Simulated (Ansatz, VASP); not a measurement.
## H6C2O in VASP and in Ansatz

```
C O H
1.0
     7.29363    0.00000    0.00000
     0.00000    7.29363    0.00000
     0.00000    0.00000    7.29363
C O H
8 4 24
Cartesian
  3.3016 2.4500 6.2450
  2.2146 2.5035 5.1981
  0.5910 5.3817 -0.0826
  1.5992 5.3043 1.0482
  5.2760 5.1333 4.2284
  5.0179 6.6242 4.0566
  7.2588 1.8960 1.7723
  5.7821 1.8534 1.4204
  2.0520 1.1837 4.6415
  2.5922 6.3228 0.9250
  3.8354 6.9066 3.2783
  5.5346 0.7027 0.5998
  1.2614 1.1777 4.0745
  1.2435 2.7933 5.6281
  2.4690 3.2281 4.4060
  3.4483 3.4466 6.6806
  3.0231 1.7480 7.0407
  4.2591 2.1200 5.8182
  3.0786 6.3661 1.7801
  1.0568 5.4026 2.0109
  2.0737 4.3044 1.0597
  -0.1147 4.5416 -0.0105
  0.0144 6.3149 -0.0348
  1.0960 5.3288 -1.0588
  3.2423 7.5222 3.7776
  4.9613 7.1268 5.0373
  5.8794 7.0533 3.5166
  6.2230 4.9768 4.7633
  4.4713 4.6560 4.8043
  5.3433 4.6385 3.2457
  4.6243 0.3952 0.7670
  5.1762 1.8144 2.3414
  5.5069 2.7861 0.8865
  7.4731 2.7659 2.4104
  7.5743 0.9705 2.2824
  7.8764 1.9729 0.8666
```

Alike in both runs: functional PBE; dispersion D3(BJ); k mesh 1 × 1 × 1; occupations fermi-dirac, width 0.02 eV; no spin polarisation.

Ansatz relaxed the structure, and its values are those at the end. VASP's run is a single point on that final structure, the one shown.

```csv
,VASP,Ansatz
version,VASP 6.6.1,Ansatz 0.2.0
potentials or method,"VASP PAW PBE potentials, release 64 (C_h, O_h, H_h), cutoff 1000 eV","scalar-relativistic, plane waves, PAW"
valence electrons in the cell,80,80
```

```csv
,VASP,Ansatz,Ansatz less VASP
gap on the k mesh at the Fermi level (eV),4.69,4.69,-0.004
rms of the force components (eV/Å),0.081,0.082,+0.0009
```
